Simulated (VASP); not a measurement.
Runs of VASP 6.6.1 on Ru. The structure is that of space group P6_3/mmc (No. 194), or close to it. The cells are those of the table. 

| task | potentials or basis | cell | cutoff (eV) | second run | k mesh for the DOS | occupations for the DOS | gap on the mesh (eV) | pressure (GPa) |
| --- | --- | --- | --- | --- | --- | --- | --- | --- |
| single point | VASP PAW PBE potentials, release 64 (Ru_sv) | a = 2.402, b = 2.402, c = 3.838 Å, angles 90.0, 90.0, 120.0°, 2 atoms | 600 | valence_matched | - | - | none | 243.3 |
| single point | VASP PAW PBE potentials, release 64 (Ru_pv) | a = 2.402, b = 2.402, c = 3.838 Å, angles 90.0, 90.0, 120.0°, 2 atoms | 520 | - | - | - | none | 247.1 |
| single point | VASP PAW PBE potentials, release 64 (Ru_pv) | a = 2.491, b = 2.491, c = 3.967 Å, angles 90.0, 90.0, 120.0°, 2 atoms | 520 | - | - | - | none | 131.8 |
| single point | VASP PAW PBE potentials, release 64 (Ru_pv) | a = 2.633, b = 2.633, c = 4.172 Å, angles 90.0, 90.0, 120.0°, 2 atoms | 520 | - | - | - | none | (a) |

Alike in all rows: level PBEsol; no spin polarisation; k mesh 18 × 18 × 10; smearing fermi-dirac 0.05 eV.

**Question.** Fill in the values left out.

**Answer.** (a) 25.0.

Caveats: the PAW data sets were made with another functional, which shifts forces and pressure a little.

A k mesh can miss the band edges, and the runs leave out spin-orbit coupling on Ru.

A gap of «none» marks levels without a gap at the run's occupations.

The runs don't all hold the same shells in valence.
